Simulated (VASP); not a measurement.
# TiSi3W (P6/mmm) in VASP: single point with PBE

Aim: the single point of TiSi3W with PBE.

All numbers are computed with VASP 6.6.1; they aren't measurements. Logs are shortened: lines on timing, memory, paths and dates and some standing lists are left out, and cuts for length are marked.

### Step 1. The cell of the first run

Symmetry: P6/mmm, No. 191, hexagonal system. Conventional cell: a = 4.967 Å, b = 4.967 Å, c = 4.668 Å, α = 90.00°, β = 90.00°, γ = 120.00°. Ti (site symmetry 6/mmm) has 2 W at 2.33 Å and 6 Si at 2.48 Å within 3.1 Å. Si (site symmetry mmm) has 2 Ti at 2.48 Å and 4 Si at 2.48 Å and 4 W at 3.41 Å within 3.5 Å. W (site symmetry 6/mmm) has 2 Ti at 2.33 Å within 3.1 Å.

The cell was generated, and may not be a known phase.

### Step 2. Single point, PBE

INCAR reads:

```
PREC     = Accurate       # precision mode
ENCUT    = 520            # plane-wave cutoff, eV
EDIFF    = 1E-6           # SCF threshold, eV
ISMEAR   = 0              # smearing method
SIGMA    = 0.1            # smearing width, eV
LREAL    = False          # projectors in reciprocal space
LASPH    = True           # aspherical terms in the spheres
NELM     = 80             # most SCF steps
ALGO     = Normal         # electronic algorithm
ISIF     = 2              # what is computed and relaxed
LWAVE    = False          # write WAVECAR
LCHARG   = False          # write CHGCAR
GGA      = PE             # functional
NBANDS   = 27             # bands
```

KPOINTS reads:

```
regular mesh
0
Gamma
  12 12 8
```

POSCAR reads:

```
TiSi3W
1.0
    4.9666685513      0.0000000000      0.0000000000
   -2.4833342756      4.3012611377      0.0000000000
    0.0000000000      0.0000000000      4.6684579631
Ti Si W
1 3 1
Direct
    0.0000000000      0.0000000000      0.5000000000
    0.5000000000      0.0000000000      0.5000000000
    0.0000000000      0.5000000000      0.5000000000
    0.5000000000      0.5000000000      0.5000000000
    0.0000000000      0.0000000000      0.0000000000
```

Potentials or basis: VASP PAW PBE potentials, release 64 (Ti_sv, Si, W_sv).

Launch:

```sh
> cat potpaw_PBE.64/Ti_sv/POTCAR potpaw_PBE.64/Si/POTCAR potpaw_PBE.64/W_sv/POTCAR > POTCAR
> mpirun -np 1 vasp_std > vasp.out
```

OUTCAR:

```text
PREC = Accurate
   ENCUT = 520
   EDIFF = 1E-6
   ISMEAR = 0
   LREAL = False
   LASPH = True
   NELM = 80
   ISIF = 2
   GGA = PE

 ion  position               nearest neighbor table
   1  0.000  0.000  0.500-   5 2.33   5 2.33   2 2.48   2 2.48   3 2.48   3 2.48   4 2.48   4 2.48

   2  0.500  0.000  0.500-   1 2.48   1 2.48   4 2.48   4 2.48   3 2.48   3 2.48
   3  0.000  0.500  0.500-   4 2.48   4 2.48   1 2.48   1 2.48   2 2.48   2 2.48
   4  0.500  0.500  0.500-   3 2.48   3 2.48   2 2.48   2 2.48   1 2.48   1 2.48
   5  0.000  0.000  0.000-   1 2.33   1 2.33

  LATTYP: Found a hexagonal cell.
 ALAT       =     4.9666685513
 C/A-ratio  =     0.9399576225

  Lattice vectors:

 A1 = (   4.9666685513,   0.0000000000,   0.0000000000)
 A2 = (  -2.4833342756,   4.3012611377,   0.0000000000)
 A3 = (   0.0000000000,   0.0000000000,   4.6684579631)

Analysis of symmetry for initial positions (statically):
=====================================================================
 Subroutine PRICEL returns:
 Original cell was already a primitive cell.

 Routine SETGRP: Setting up the symmetry group for a
 hexagonal supercell.

 Subroutine GETGRP returns: Found 24 space group operations
 (whereof 24 operations were pure point group operations)
 out of a pool of 24 trial point group operations.

The static configuration has the point symmetry D_6h.

Analysis of symmetry for dynamics (positions and initial velocities):
=====================================================================
 Subroutine PRICEL returns:
 Original cell was already a primitive cell.

 Routine SETGRP: Setting up the symmetry group for a
 hexagonal supercell.

 Subroutine GETGRP returns: Found 24 space group operations
 (whereof 24 operations were pure point group operations)
 out of a pool of 24 trial point group operations.

The dynamic configuration has the point symmetry D_6h.

 Subroutine INISYM returns: Found 24 space group operations
 (whereof 24 operations are pure point group operations),
 and found     1 'primitive' translations

----------------------------------------------------------------------------------------

                                     Primitive cell

  volume of cell :      99.7320

  direct lattice vectors                    reciprocal lattice vectors
     4.966668551  0.000000000  0.000000000     0.201342205  0.116244977  0.000000000
    -2.483334276  4.301261138  0.000000000     0.000000000  0.232489953  0.000000000
     0.000000000  0.000000000  4.668457963     0.000000000  0.000000000  0.214203492

  length of vectors
     4.966668551  4.966668551  4.668457963     0.232489953  0.232489953  0.214203492

  position of ions in fractional coordinates (direct lattice)
     0.000000000  0.000000000  0.500000000
     0.500000000  0.000000000  0.500000000
     0.000000000  0.500000000  0.500000000
     0.500000000  0.500000000  0.500000000
     0.000000000  0.000000000  0.000000000

  ion indices of the primitive-cell ions
   primitive index   ion index
                 1           1
                 2           2
                 3           3
                 4           4
                 5           5

----------------------------------------------------------------------------------------

 KPOINTS: regular mesh

Automatic generation of k-mesh.
 Grid dimensions read from file:
 generate k-points for:   12   12    8

 Generating k-lattice:

  Cartesian coordinates                     Fractional coordinates (reciprocal lattice)
     0.016778517  0.009687081  0.000000000     0.083333333 -0.000000000  0.000000000
     0.000000000  0.019374163  0.000000000     0.000000000  0.083333333  0.000000000
     0.000000000  0.000000000  0.026775437     0.000000000  0.000000000  0.125000000

  Length of vectors
     0.019374163  0.019374163  0.026775437

  Shift w.r.t. Gamma in fractional coordinates (k-lattice)
     0.000000000  0.000000000  0.000000000

 Subroutine IBZKPT returns following result:
 ===========================================

 Found     95 irreducible k-points:

 Following reciprocal coordinates:
            Coordinates               Weight
  0.000000  0.000000  0.000000      1.000000
  0.083333 -0.000000  0.000000      6.000000
  0.166667 -0.000000  0.000000      6.000000
  0.250000 -0.000000  0.000000      6.000000
  0.333333 -0.000000  0.000000      6.000000
  0.416667  0.000000  0.000000      6.000000
[... 16 lines left out ...]
  0.250000 -0.000000  0.125000     12.000000
  0.333333 -0.000000  0.125000     12.000000
 [... further k-points ...]
   k-points           NKPTS =     95   k-points in BZ     NKDIM =     95   number of bands    NBANDS=     27
   number of dos      NEDOS =    301   number of ions     NIONS =      5
   total plane-waves  NPLWV =  57600
   dimension x,y,z NGX =    40 NGY =   40 NGZ =   36
   dimension x,y,z NGXF=    80 NGYF=   80 NGZF=   72
   ions per type =               1   3   1
   NGX,Y,Z   is equivalent  to a cutoff of  13.39, 13.39, 12.82 a.u.
   NGXF,Y,Z  is equivalent  to a cutoff of  26.78, 26.78, 25.64 a.u.
 SYSTEM =  unknown system
   PREC   = accura    normal or accurate (medium, high low for compatibility)
   ISTART =      0    job   : 0-new  1-cont  2-samecut
   ICHARG =      2    charge: 1-file 2-atom 10-const
   ISPIN  =      1    spin polarized calculation?
   LNONCOLLINEAR =      F non collinear calculations
   LSORBIT =      F    spin-orbit coupling
   LASPH  =      T    aspherical Exc in radial PAW
   ENCUT  =  520.0 eV  38.22 Ry    6.18 a.u.   9.23  9.23  8.68*2*pi/ulx,y,z
   NELM   =     80;   NELMIN=  2; NELMDL= -5     # of ELM steps
   EDIFF  = 0.1E-05   stopping-criterion for ELM
   LREAL  =      F    real-space projection
   EDIFFG = 0.1E-04   stopping-criterion for IOM
   NSW    =      0    number of steps for IOM
   IBRION =     -1    ionic relax: 0-MD 1-quasi-New 2-CG
   NFREE  =      0    steps in history (QN), initial steepest desc. (CG)
   ISIF   =      2    stress and relaxation
   ISYM   =      2    0-nonsym 1-usesym 2-fastsym
   POTIM  = 0.5000    time-step for ionic-motion
   TEBEG  =    0.0;   TEEND  =   0.0 temperature during run
   PSTRESS=    0.0 pullay stress
   NELECT =      38.0000    total number of electrons
   NUPDOWN=      -1.0000    fix difference up-down
   EMIN   =  10.00;   EMAX   =-10.00  energy-range for DOS
   EFERMI =   0.00;   METHOD = LEGACY
   ISMEAR =     0;   SIGMA  =   0.10  broadening in eV -4-tet -1-fermi 0-gaus
   EFERMI_NEDOS =   21; number of points for ismear=-14 and -15
   IALGO  =     38    algorithm
   IMIX   =      4    mixing-type and parameters
     AMIX     =   0.40;   BMIX     =  1.00
     AMIX_MAG =   1.60;   BMIX_MAG =  1.00
  volume/ion in A,a.u.               =      19.95       134.60
  Fermi-wavevector in a.u.,A,eV,Ry     =   1.186837  2.242797 19.164935  1.408583
  Thomas-Fermi vector in A             =   2.323002
   LORBIT       =      0    0 simple, 1 ext, 2 COOP (PROOUT), +10 PAW based schemes
   GGA     = PE    functional components
   LHFCALC =     F    Hartree Fock is set to
   AEXX    =    0.0000 exact exchange contribution
   IVDW    =     0    specifies the selected vdW correction
   LEPSILON=     F    determine dielectric tensor
   LRPA    =     F    only Hartree local field effects (RPA)
 non-spin polarized calculation
 Gauss-broadening in eV      SIGMA  =   0.10
  energy-cutoff  :      520.00
  volume of cell :       99.73
 maximum number of plane-waves:      2704
 NGX is ok and might be reduce to    40
   NGX = 19   NGY = 19   NGZ = 17

 number of electron      38.0000006 magnetization

 Free energy of the ion-electron system (eV)
  ---------------------------------------------------
  ext. energy  EPLUGINS =         0.00000000
  ---------------------------------------------------
  free energy    TOTEN  =       -31.45021533 eV

  energy without entropy =      -31.42603143  energy(sigma->0) =      -31.43812338

 E-fermi :   6.6749     XC(G=0): -10.1854

 val. band max:        6.6730976522   @ k =   0.3333   0.0833   0.5000
 cond. band min:       6.6788823715   @ k =   0.0833   0.0833   0.1250
 fundamental gap:      0.0057847193
 Fermi energy:         6.6748868029

 k-point     1 :       0.0000    0.0000    0.0000
  band No.  band energies     occupation
      1     -67.5510      2.00000
      2     -49.3583      2.00000
      3     -32.0146      2.00000
      4     -31.7665      2.00000
      5     -31.7665      2.00000
      6     -25.7968      2.00000
[... 19 lines left out ...]
     26       9.6161      0.00000
     27      11.1178      0.00000

 k-point     2 :       0.0833   -0.0000    0.0000
  band No.  band energies     occupation
      1     -67.5510      2.00000
      2     -49.3583      2.00000
      3     -32.0146      2.00000
      4     -31.7665      2.00000
      5     -31.7665      2.00000
      6     -25.7972      2.00000
[... 19 lines left out ...]
     26       9.6898      0.00000
     27      11.1168      0.00000

 k-point     3 :       0.1667   -0.0000    0.0000
  band No.  band energies     occupation
      1     -67.5510      2.00000
      2     -49.3583      2.00000
      3     -32.0145      2.00000
      4     -31.7667      2.00000
      5     -31.7665      2.00000
      6     -25.7983      2.00000
[... 19 lines left out ...]
     26      10.0518      0.00000
     27      11.1185      0.00000

 k-point     4 :       0.2500   -0.0000    0.0000
  band No.  band energies     occupation
      1     -67.5510      2.00000
      2     -49.3582      2.00000
      3     -32.0145      2.00000
      4     -31.7669      2.00000
      5     -31.7666      2.00000
      6     -25.7998      2.00000
[... 19 lines left out ...]
     26      10.7385      0.00000
     27      10.9902      0.00000
[... 516 lines left out ...]
      4     -31.7662      2.00000
      5     -31.7660      2.00000
      6     -25.7997      2.00000
[... 19 lines left out ...]
     26       9.9884      0.00000
     27      10.6890      0.00000

 k-point    23 :       0.2500   -0.0000    0.1250
  band No.  band energies     occupation
      1     -67.5510      2.00000
      2     -49.3598      2.00000
      3     -31.9817      2.00000
      4     -31.7664      2.00000
      5     -31.7661      2.00000
      6     -25.8011      2.00000
[... 19 lines left out ...]
     26      10.1903      0.00000
     27      10.7765      0.00000

 k-point    24 :       0.3333   -0.0000    0.1250
  band No.  band energies     occupation
      1     -67.5510      2.00000
      2     -49.3598      2.00000
      3     -31.9817      2.00000
      4     -31.7666      2.00000
      5     -31.7661      2.00000
      6     -25.8026      2.00000
[... 19 lines left out ...]
     26       9.9252      0.00000
     27      10.8609      0.00000

 [... further k-points ...]

------------------------ aborting loop because EDIFF is reached ----------------------------------------

  FORCE on cell =-STRESS in cart. coord.  units (eV):
  Direction    XX          YY          ZZ          XY          YZ          ZX
  --------------------------------------------------------------------------------------
  -------------------------------------------------------------------------------------
  Total       -0.0799949     -0.0799949      0.2854417     -0.0000000      0.0000000     -0.0000000
  in kB       -1.2851048     -1.2851048      4.5855717     -0.0000000      0.0000000     -0.0000000
  external PRESSURE =       0.6717874 kB  Pullay stress =       0.0000000 kB

 VOLUME and BASIS-vectors are now :
 -----------------------------------------------------------------------------
  energy-cutoff  :      520.00
  volume of cell :       99.73
      direct lattice vectors                 reciprocal lattice vectors
     4.966668551  0.000000000  0.000000000     0.201342205  0.116244977  0.000000000
    -2.483334276  4.301261138  0.000000000     0.000000000  0.232489953  0.000000000
     0.000000000  0.000000000  4.668457963     0.000000000  0.000000000  0.214203492

 POSITION                                       TOTAL-FORCE (eV/Angst)
 -----------------------------------------------------------------------------------
      0.00000      0.00000      2.33423        -0.000000      0.000000      0.000000
      2.48333      0.00000      2.33423         0.000000      0.000000      0.000000
     -1.24167      2.15063      2.33423        -0.000000      0.000000      0.000000
      1.24167      2.15063      2.33423        -0.000000      0.000000      0.000000
      0.00000      0.00000      0.00000        -0.000000      0.000000      0.000000
 -----------------------------------------------------------------------------------
    total drift:                                0.000000     -0.000000     -0.000000

  FREE ENERGIE OF THE ION-ELECTRON SYSTEM (eV)
  ---------------------------------------------------
  free  energy   TOTEN  =       -31.4502153299 eV

  energy  without entropy=      -31.4260314253  energy(sigma->0) =      -31.43812338
```

Wall time 3.6 min (1 thread of AMD EPYC 7R13 (Zen 3), shared host); peak memory 0.37 GiB.

What came out:

* Free energy: -31.4502 eV
* Pressure: 0.1 GPa
* Band gap on the k mesh: zero (bands 19 and 20 overlap by 1.21 eV)

Stress tensor (GPa, compression positive):
```
-0.13  0.00  0.00
 0.00 -0.13  0.00
 0.00  0.00  0.46
```

Caveat: spin-orbit coupling is left out, which moves the levels of the heavy elements.
